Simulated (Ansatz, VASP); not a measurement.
# One calculation of SrH2Se2, two programs

INCAR

```
SYSTEM = SrH2Se2
  PREC = Accurate
  ENCUT = 520
  EDIFF = 1E-6
  ISMEAR = -1
  SIGMA = 0.1
  LREAL = .False.
  LASPH = .True.
  NELM = 80
  ALGO = Normal
  ISIF = 2
  LWAVE = .False.
  LCHARG = .False.
  GGA = PE
  NBANDS = 20
```

KPOINTS

```
regular mesh
0
Gamma
  8 8 7
  0 0 0
```

POSCAR

```
SrH2Se2
1.0
    2.5055960000      4.3398140000      0.0000000000
   -2.5055960000      4.3398140000      0.0000000000
    0.0000000000      0.0000000000      5.2283480000
H Se Sr
2 2 1
Direct
    0.3333000000      0.3334000000      0.0976000000
    0.6667000000      0.6666000000      0.9024000000
    0.3333000000      0.3334000000      0.4589000000
    0.6667000000      0.6666000000      0.5411000000
    0.0000000000      0.0000000000      0.0000000000
```

Input for Ansatz:

```yaml
crystal:
  lattice:
    - [2.505596, 4.339814, 0.0]
    - [-2.505596, 4.339814, 0.0]
    - [0.0, 0.0, 5.228348]
  atoms:
    - { symbol: H, position: [0.3333, 0.3334, 0.0976] }
    - { symbol: H, position: [0.6667, 0.6666, 0.9024] }
    - { symbol: Se, position: [0.3333, 0.3334, 0.4589] }
    - { symbol: Se, position: [0.6667, 0.6666, 0.5411] }
    - { symbol: Sr, position: [0.0, 0.0, 0.0] }
  symmetry: { tolerance: 0.0003 }
kpoints:
  mp_grid: { grid: [8, 8, 7], shift: [0, 0, 0] }
  band_path:
    path:
      - [0.0, 0.0, 0.0]
      - [0.49999988, 0.50000004, 0.0]
      - [0.33333325, 0.66666683, 0.0]
      - [0.0, 0.0, 0.0]
      - [0.0, 0.0, 0.5]
      - [0.49999988, 0.50000004, 0.5]
      - [0.33333325, 0.66666683, 0.5]
      - [0.0, 0.0, 0.5]
      - [0.49999988, 0.50000004, 0.5]
      - [0.49999988, 0.50000004, 0.0]
      - [0.33333325, 0.66666683, 0.5]
    npoints: 6
magnetization:
  spin_polarized: false
scf:
  occupations: { method: fermi_dirac }
  lower_state_search: "off"
  max_iter: 200
hamiltonian:
  pseudopotentials: { kind: paw }
  xc: pbe
basis:
  ecutwfc: 420
  fft_grid_basis: typed
output:
  forces: true
  stress: true
  eigenvalues: true
  bader: true
  populations: true
  elf: true
  write_potential: true
  volumetric_format: npy
  dos:
    e_range: [-12, 8]
    de: 0.05
    projected: { site_lists: { H: [H], Se: [Se], Sr: [Sr] } }
checkpoint:
  read: saved_state
```

Alike in both runs: task single point; functional PBE; k mesh 8 × 8 × 7; no spin polarisation.

|  | VASP | Ansatz |
| --- | --- | --- |
| version | VASP 6.6.1 | Ansatz 0.2.0 |
| potentials or method | VASP PAW PBE potentials, release 64 (H, Se, Sr_sv), cutoff 520 eV | PAW plane waves |
| occupations | fermi-dirac, width 0.1 eV | fermi-dirac |
| valence electrons in the cell | 24 | 44 |

VASP gave:

- pressure (GPa): -3.9
- traceless stress, the component that is largest in VASP (GPa): -4.93
- rms of the force components (eV/Å): 0.132

**Question.** What did Ansatz give for the same quantities?

**Answer.** Pressure (GPa): -3.9; traceless stress, the component that is largest in VASP (GPa): -4.94; rms of the force components (eV/Å): 0.134.

Atom by atom the forces differ by 0.002 eV/Å (rms over components). VASP's potentials hold 24 valence electrons a cell and Ansatz's 44, so a difference there can come from the potentials and not from the codes. Ansatz's warnings: structure snapped to symmetry.
